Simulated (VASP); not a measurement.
A run of VASP 6.6.1 is set up as follows.

Contents of POSCAR:

```
CdS
1.0
    0.0000000000      2.9392138883      2.9392138883
    2.9392138883      0.0000000000      2.9392138883
    2.9392138883      2.9392138883      0.0000000000
Cd S
1 1
Direct
    0.0000000000      0.0000000000      0.0000000000
    0.2500000000      0.2500000000      0.2500000000
```

INCAR.step1

```
PREC = Accurate ; ENCUT = 500
EDIFF = 1E-8 ; ISMEAR = 0
SIGMA = 0.01 ; LREAL = F
LASPH = T ; NELM = 80
ALGO = Normal ; LWAVE = T
LCHARG = F
```

Contents of INCAR.step2:

```
PREC = Accurate ; ENCUT = 500
EDIFF = 1E-8 ; ISMEAR = 0
SIGMA = 0.01 ; LREAL = F
LASPH = T ; NELM = 1
ALGO = Exact ; LWAVE = T
LCHARG = F ; NBANDS = 69
LOPTICS = T ; ISTART = 1
```

The input INCAR.step3:

```
PREC = Accurate ; ENCUT = 500
EDIFF = 1E-8 ; ISMEAR = 0
SIGMA = 0.01 ; LREAL = F
LASPH = T ; ALGO = EVGW0
LWAVE = F ; LCHARG = F
NELMGW = 1 ; NBANDS = 69
ENCUTGW = 80.0 ; NOMEGA = 96
PRECFOCK = Fast ; ISTART = 1
NBANDSGW = 17 ; OMEGAMAX = 30
```

KPOINTS

```
Automatic mesh
0
Gamma
  4 4 4
```

Potentials or basis: VASP PAW LDA potentials, release 64 (Cd_GW, S_GW).

Run with:

```sh
$ cat potpaw_LDA.64/Cd_GW/POTCAR potpaw_LDA.64/S_GW/POTCAR > POTCAR
$ cp INCAR.step1 INCAR
$ mpirun -np 1 vasp_std > vasp.out
$ cp INCAR.step2 INCAR
$ mpirun -np 1 vasp_std > vasp.out
$ cp INCAR.step3 INCAR
$ mpirun -np 1 vasp_std > vasp.out
```

What does it give for the quasiparticle gap?

1.70 eV.

What does it give for the least direct quasiparticle gap?

1.70 eV.

Estimate the least direct gap of the starting levels on the mesh.

0.82 eV.

What does it give for the band gap of the starting levels on the mesh?

0.82 eV.

Caveat: the k points lie up to 0.46 Å⁻¹ apart; bands, screening cutoff and mesh are small and nothing is extrapolated, so the quasiparticle values aren't converged.
